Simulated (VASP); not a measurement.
# Ba (I4/mmm) in VASP: further runs

The runs below take Ba through single point, with PBE.

Everything below comes from runs of VASP 6.6.1. Logs are shortened: lines on timing, memory, paths and dates and some standing lists are left out, and cuts for length are marked.

### 1 The cell of the first run

The structure is tetragonal, space group I4/mmm (No. 139). The conventional cell has a = 4.750 Å, b = 4.750 Å, c = 5.000 Å, α = 90.00°, β = 90.00°, γ = 90.00°. Ba (site symmetry 4/mmm) has 14 Ba at 4.19 to 5.00 Å within 5.5 Å.

### 2 Single point, PBE (strain -0.050 along x and y, +0.000 along z)

The input, INCAR:

```
SYSTEM = Ba
  PREC = Accurate
  ENCUT = 520
  EDIFF = 1E-6
  ISMEAR = 0
  SIGMA = 0.15
  LREAL = .False.
  LASPH = .True.
  NELM = 100
  ALGO = Fast
  ISIF = 2
  LWAVE = .False.
  LCHARG = .True.
  GGA = PE
  LELF = .True.
  LVHAR = .True.
  NBANDS = 11
```

The input, KPOINTS:

```
Automatic mesh
0
Gamma
  14 14 14
  0 0 0
```

The input, POSCAR:

```
Ba
1.0
   -2.3750000000      2.3750000000      2.5000000000
    2.3750000000     -2.3750000000      2.5000000000
    2.3750000000      2.3750000000     -2.5000000000
Ba
1
Direct
    0.0000000000      0.0000000000      0.0000000000
```

Potentials or basis: VASP PAW PBE potentials, release 64 (Ba_sv).

Command:

```sh
> cat potpaw_PBE.64/Ba_sv/POTCAR > POTCAR
> mpirun -np 1 vasp_std > vasp.out
```

OUTCAR:

```text
SYSTEM = Ba
   PREC = Accurate
   ENCUT = 520
   EDIFF = 1E-6
   ISMEAR = 0
   LREAL = .False.
   LASPH = .True.
   NELM = 100
   ISIF = 2
   GGA = PE

 ion  position               nearest neighbor table
   1  0.000  0.000  0.000-

  LATTYP: Found a body centered tetragonal cell.
 ALAT       =     4.7500000000
 C/A-ratio  =     1.0526315789

  Lattice vectors:

 A1 = (  -2.3750000000,   2.3750000000,   2.5000000000)
 A2 = (   2.3750000000,  -2.3750000000,   2.5000000000)
 A3 = (   2.3750000000,   2.3750000000,  -2.5000000000)

Analysis of symmetry for initial positions (statically):
=====================================================================
 Subroutine PRICEL returns:
 Original cell was already a primitive cell.

 Routine SETGRP: Setting up the symmetry group for a
 body centered tetragonal supercell.

 Subroutine GETGRP returns: Found 16 space group operations
 (whereof 16 operations were pure point group operations)
 out of a pool of 16 trial point group operations.

The static configuration has the point symmetry D_4h.

Analysis of symmetry for dynamics (positions and initial velocities):
=====================================================================
 Subroutine PRICEL returns:
 Original cell was already a primitive cell.

 Routine SETGRP: Setting up the symmetry group for a
 body centered tetragonal supercell.

 Subroutine GETGRP returns: Found 16 space group operations
 (whereof 16 operations were pure point group operations)
 out of a pool of 16 trial point group operations.

The dynamic configuration has the point symmetry D_4h.

 Subroutine INISYM returns: Found 16 space group operations
 (whereof 16 operations are pure point group operations),
 and found     1 'primitive' translations

----------------------------------------------------------------------------------------

                                     Primitive cell

  volume of cell :      56.4062

  direct lattice vectors                    reciprocal lattice vectors
    -2.375000000  2.375000000  2.500000000     0.000000000  0.210526316  0.200000000
     2.375000000 -2.375000000  2.500000000     0.210526316  0.000000000  0.200000000
     2.375000000  2.375000000 -2.500000000     0.210526316  0.210526316  0.000000000

  length of vectors
     4.187033556  4.187033556  4.187033556     0.290381352  0.290381352  0.297729171

  position of ions in fractional coordinates (direct lattice)
     0.000000000  0.000000000  0.000000000

  ion indices of the primitive-cell ions
   primitive index   ion index
                 1           1

----------------------------------------------------------------------------------------

 KPOINTS: Automatic mesh

Automatic generation of k-mesh.
 Grid dimensions read from file:
 generate k-points for:   14   14   14

 Generating k-lattice:

  Cartesian coordinates                     Fractional coordinates (reciprocal lattice)
     0.000000000  0.015037594  0.014285714     0.071428571 -0.000000000  0.000000000
     0.015037594  0.000000000  0.014285714    -0.000000000  0.071428571  0.000000000
     0.015037594  0.015037594  0.000000000     0.000000000  0.000000000  0.071428571

  Length of vectors
     0.020741525  0.020741525  0.021266369

  Shift w.r.t. Gamma in fractional coordinates (k-lattice)
     0.000000000  0.000000000  0.000000000

 Subroutine IBZKPT returns following result:
 ===========================================

 Found    244 irreducible k-points:

 Following reciprocal coordinates:
            Coordinates               Weight
  0.000000  0.000000  0.000000      1.000000
  0.071429  0.000000 -0.000000      8.000000
  0.142857  0.000000 -0.000000      8.000000
  0.214286  0.000000 -0.000000      8.000000
  0.285714  0.000000 -0.000000      8.000000
  0.357143 -0.000000  0.000000      8.000000
[... 16 lines left out ...]
  0.214286  0.142857 -0.000000     16.000000
  0.285714  0.142857 -0.000000     16.000000
 [... further k-points ...]
   k-points           NKPTS =    244   k-points in BZ     NKDIM =    244   number of bands    NBANDS=     11
   number of dos      NEDOS =    301   number of ions     NIONS =      1
   total plane-waves  NPLWV =  32768
   dimension x,y,z NGX =    32 NGY =   32 NGZ =   32
   dimension x,y,z NGXF=    64 NGYF=   64 NGZF=   64
   ions per type =               1
   NGX,Y,Z   is equivalent  to a cutoff of  12.71, 12.71, 12.71 a.u.
   NGXF,Y,Z  is equivalent  to a cutoff of  25.41, 25.41, 25.41 a.u.
 SYSTEM =  Ba
   PREC   = accura    normal or accurate (medium, high low for compatibility)
   ISTART =      0    job   : 0-new  1-cont  2-samecut
   ICHARG =      2    charge: 1-file 2-atom 10-const
   ISPIN  =      1    spin polarized calculation?
   LNONCOLLINEAR =      F non collinear calculations
   LSORBIT =      F    spin-orbit coupling
   LASPH  =      T    aspherical Exc in radial PAW
   ENCUT  =  520.0 eV  38.22 Ry    6.18 a.u.   7.79  7.79  7.79*2*pi/ulx,y,z
   NELM   =    100;   NELMIN=  2; NELMDL= -5     # of ELM steps
   EDIFF  = 0.1E-05   stopping-criterion for ELM
   LREAL  =      F    real-space projection
   EDIFFG = 0.1E-04   stopping-criterion for IOM
   NSW    =      0    number of steps for IOM
   IBRION =     -1    ionic relax: 0-MD 1-quasi-New 2-CG
   NFREE  =      0    steps in history (QN), initial steepest desc. (CG)
   ISIF   =      2    stress and relaxation
   ISYM   =      2    0-nonsym 1-usesym 2-fastsym
   POTIM  = 0.5000    time-step for ionic-motion
   TEBEG  =    0.0;   TEEND  =   0.0 temperature during run
   PSTRESS=    0.0 pullay stress
   NELECT =      10.0000    total number of electrons
   NUPDOWN=      -1.0000    fix difference up-down
   EMIN   =  10.00;   EMAX   =-10.00  energy-range for DOS
   EFERMI =   0.00;   METHOD = LEGACY
   ISMEAR =     0;   SIGMA  =   0.15  broadening in eV -4-tet -1-fermi 0-gaus
   EFERMI_NEDOS =   21; number of points for ismear=-14 and -15
   IALGO  =     68    algorithm
   IMIX   =      4    mixing-type and parameters
     AMIX     =   0.40;   BMIX     =  1.00
     AMIX_MAG =   1.60;   BMIX_MAG =  1.00
  volume/ion in A,a.u.               =      56.41       380.65
  Fermi-wavevector in a.u.,A,eV,Ry     =   0.919671  1.737926 11.507732  0.845794
  Thomas-Fermi vector in A             =   2.044891
   LORBIT       =      0    0 simple, 1 ext, 2 COOP (PROOUT), +10 PAW based schemes
   GGA     = PE    functional components
   LHFCALC =     F    Hartree Fock is set to
   AEXX    =    0.0000 exact exchange contribution
   IVDW    =     0    specifies the selected vdW correction
   LEPSILON=     F    determine dielectric tensor
   LRPA    =     F    only Hartree local field effects (RPA)
 non-spin polarized calculation
 RMM-DIIS sequential band-by-band and
 Gauss-broadening in eV      SIGMA  =   0.15
  energy-cutoff  :      520.00
  volume of cell :       56.41
 maximum number of plane-waves:      1538
   NGX = 15   NGY = 15   NGZ = 15

 number of electron      10.0000000 magnetization

 Free energy of the ion-electron system (eV)
  ---------------------------------------------------
  ext. energy  EPLUGINS =         0.00000000
  ---------------------------------------------------
  free energy    TOTEN  =        -1.88662682 eV

  energy without entropy =       -1.87318342  energy(sigma->0) =       -1.87990512

 E-fermi :   2.0270     XC(G=0):  -7.7705

 val. band max:        2.0269567907   @ k =  -0.3571  -0.3571   0.2143
 cond. band min:       2.0363851941   @ k =  -0.4286   0.4286   0.2857
 fundamental gap:      0.0094284034
 Fermi energy:         2.0270026618

 k-point     1 :       0.0000    0.0000    0.0000
  band No.  band energies     occupation
      1     -26.6785      2.00000
      2     -11.5522      2.00000
      3     -11.5510      2.00000
      4     -11.5510      2.00000
      5      -0.7615      2.00000
      6       3.8851      0.00000
      7       3.8851      0.00000
      8       4.2196      0.00000
      9       5.2821      0.00000
     10       5.7760      0.00000
     11       9.0236      0.00000

 k-point     2 :       0.0714    0.0000   -0.0000
  band No.  band energies     occupation
      1     -26.6751      2.00000
      2     -11.5872      2.00000
      3     -11.5610      2.00000
      4     -11.5517      2.00000
      5      -0.6533      2.00000
      6       3.8466      0.00000
      7       3.8797      0.00000
      8       4.2467      0.00000
      9       5.1699      0.00000
     10       5.7162      0.00000
     11       9.2563      0.00000

 k-point     3 :       0.1429    0.0000   -0.0000
  band No.  band energies     occupation
      1     -26.6656      2.00000
      2     -11.6849      2.00000
      3     -11.5888      2.00000
      4     -11.5519      2.00000
      5      -0.3477      2.00000
      6       3.6743      0.00000
      7       3.7250      0.00000
      8       4.5030      0.00000
      9       5.0184      0.00000
     10       5.6372      0.00000
     11       9.6413      0.00000

 k-point     4 :       0.2143    0.0000   -0.0000
  band No.  band energies     occupation
      1     -26.6518      2.00000
      2     -11.8210      2.00000
      3     -11.6283      2.00000
      4     -11.5521      2.00000
      5       0.0954      2.00000
      6       3.3735      0.00000
      7       3.4670      0.00000
      8       5.0099      0.00000
      9       5.0574      0.00000
     10       5.6174      0.00000
     11       9.7781      0.00000
[... 239 lines left out ...]
 k-point    22 :       0.1429    0.1429   -0.0000
  band No.  band energies     occupation
      1     -26.6449      2.00000
      2     -11.8704      2.00000
      3     -11.6426      2.00000
      4     -11.5747      2.00000
      5       0.3412      2.00000
      6       3.1542      0.00000
      7       3.4023      0.00000
      8       4.8770      0.00000
      9       5.3966      0.00000
     10       5.8552      0.00000
     11      10.0053      0.00000

 k-point    23 :       0.2143    0.1429   -0.0000
  band No.  band energies     occupation
      1     -26.6311      2.00000
      2     -11.9801      2.00000
      3     -11.6949      2.00000
      4     -11.5827      2.00000
      5       0.8175      2.00000
      6       2.8962      0.00000
      7       3.2047      0.00000
      8       5.0358      0.00000
      9       5.8195      0.00000
     10       6.1785      0.00000
     11       9.3956      0.00000

 k-point    24 :       0.2857    0.1429   -0.0000
  band No.  band energies     occupation
      1     -26.6184      2.00000
      2     -12.0748      2.00000
      3     -11.7465      2.00000
      4     -11.5878      2.00000
      5       1.1992      2.00000
      6       2.8201      0.00000
      7       3.0676      0.00000
      8       5.2487      0.00000
      9       5.8466      0.00000
     10       6.9505      0.00000
     11       9.0065      0.00000

 [... further k-points ...]
[... 5 lines left out ...]
  --------------------------------------------------------------------------------------
  -------------------------------------------------------------------------------------
  Total        0.4832817      0.4832817      0.3868865      0.0000000     -0.0000000      0.0000000
  in kB       13.7272565     13.7272565     10.9892211      0.0000000     -0.0000000      0.0000000
  external PRESSURE =      12.8145780 kB  Pullay stress =       0.0000000 kB

 VOLUME and BASIS-vectors are now :
 -----------------------------------------------------------------------------
  energy-cutoff  :      520.00
  volume of cell :       56.41
      direct lattice vectors                 reciprocal lattice vectors
    -2.375000000  2.375000000  2.500000000     0.000000000  0.210526316  0.200000000
     2.375000000 -2.375000000  2.500000000     0.210526316  0.000000000  0.200000000
     2.375000000  2.375000000 -2.500000000     0.210526316  0.210526316  0.000000000

 POSITION                                       TOTAL-FORCE (eV/Angst)
 -----------------------------------------------------------------------------------
      0.00000      0.00000      0.00000         0.000000      0.000000     -0.000000
 -----------------------------------------------------------------------------------
    total drift:                                0.000000     -0.000000     -0.000000

  FREE ENERGIE OF THE ION-ELECTRON SYSTEM (eV)
  ---------------------------------------------------
  free  energy   TOTEN  =        -1.8866268218 eV

  energy  without entropy=       -1.8731834185  energy(sigma->0) =       -1.87990512
```

Run time: 40 s. Hardware: 1 thread of Intel Xeon 6975P-C (Granite Rapids), shared host; peak memory 0.29 GiB.

What came out:

| Quantity | Value |
| --- | --- |
| Free energy | -1.8866 eV |
| Pressure | 1.3 GPa |
| Band gap on the k mesh | zero (band 5 reaches 2.54 eV, above the bottom of band 6 at 1.37 eV) |

Stress tensor (GPa, compression positive):
```
1.37 0.00 0.00
0.00 1.37 0.00
0.00 0.00 1.10
```

Caveat: the cell differs from its parent crystal (strain -0.050 along x and y, +0.000 along z); spin-orbit coupling is left out, which moves the levels of the heavy elements.

### 3 Single point, PBE (strain -0.050 along x and y, +0.025 along z)

The input, INCAR:

```
  ALGO = Fast
  EDIFF = 1E-7
  ENCUT = 520
  GGA = PE
  ISIF = 2
  ISMEAR = 0
  LASPH = True
  LCHARG = False
  LREAL = False
  LWAVE = False
  NBANDS = 11
  NELM = 80
  PREC = Accurate
  SIGMA = 0.15
```

The input, KPOINTS:

```
k-points
0
Gamma
  14 14 14
```

The input, POSCAR:

```
Ba
1.0
   -2.3750000000      2.3750000000      2.5625000000
    2.3750000000     -2.3750000000      2.5625000000
    2.3750000000      2.3750000000     -2.5625000000
Ba
1
Direct
    0.0000000000      0.0000000000      0.0000000000
```

Potentials or basis: VASP PAW PBE potentials, release 64 (Ba_sv).

Command:

```sh
> cat potpaw_PBE.64/Ba_sv/POTCAR > POTCAR
> mpirun -np 1 vasp_std > vasp.out
```

Run time: 40 s. Hardware: 1 thread of Intel Xeon 6975P-C (Granite Rapids), shared host; peak memory 0.28 GiB.

The run converged. Its results:

```yaml
Free_energy: -1.8948 eV
Pressure: 1.0 GPa
Band_gap_on_the_k_mesh: zero (band 5 reaches 2.39 eV, above the bottom of band 6 at 1.35 eV)
```

Stress tensor (GPa, compression positive):
```
1.10 0.00 0.00
0.00 1.10 0.00
0.00 0.00 0.76
```

Levels at points of the mesh, in eV from the Fermi level:
```
           k point  band 1  band 2  band 3  band 4  band 5  band 6  band 7  band 8  band 9  band 10
(0.00, 0.00, 0.00)  -28.75  -13.64  -13.64  -13.64   -2.79    1.79    1.79    2.27    3.08     3.77
(0.50, 0.00, 0.00)  -28.68  -14.25  -13.81  -13.64   -0.96    0.86    1.45    3.08    4.13     5.60
(0.50, 0.50, 0.00)  -28.68  -14.23  -13.85  -13.67   -0.94    0.37    1.72    3.91    4.33     5.76
(0.50, 0.50, 0.50)  -28.64  -14.11  -14.02  -14.02   -0.74   -0.60    4.24    5.04    5.09     5.12
```

Caveat: the cell differs from its parent crystal (strain -0.050 along x and y, +0.025 along z); spin-orbit coupling is left out, which moves the levels of the heavy elements.
